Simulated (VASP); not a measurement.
Input of a VASP 6.6.1 run:

Contents of INCAR:

```
ALGO     = Normal         # electronic algorithm
EDIFF    = 1E-7           # SCF threshold, eV
ENCUT    = 520            # plane-wave cutoff, eV
GGA      = PE             # functional
ISIF     = 2              # what is computed and relaxed
ISMEAR   = 0              # smearing method
LASPH    = True           # aspherical terms in the spheres
LCHARG   = False          # write CHGCAR
LREAL    = False          # projectors in reciprocal space
LWAVE    = False          # write WAVECAR
NBANDS   = 15             # bands
NELM     = 80             # most SCF steps
PREC     = Accurate       # precision mode
SIGMA    = 0.1            # smearing width, eV
```

KPOINTS

```
k-points
0
Gamma
  20 20 20
```

Contents of POSCAR:

```
ZrC
1.0
    0.0000000000      2.4303842957      2.4303842957
    2.4303842957      0.0000000000      2.4303842957
    2.4303842957      2.4303842957      0.0000000000
Zr C
1 1
Direct
    0.5000000000      0.5000000000      0.5000000000
    0.0000000000      0.0000000000      0.0000000000
```

Potentials or basis: VASP PAW PBE potentials, release 64 (Zr_sv, C).

Launch:

```sh
$ cat potpaw_PBE.64/Zr_sv/POTCAR potpaw_PBE.64/C/POTCAR > POTCAR
$ mpirun -np 1 vasp_std > vasp.out
```

Problem. Estimate the band gap on the k mesh.

Solution. Zero (band 8 reaches 9.40 eV, above the bottom of band 9 at 8.14 eV).

Problem. Predict the pressure.

Solution. -17.3 GPa.
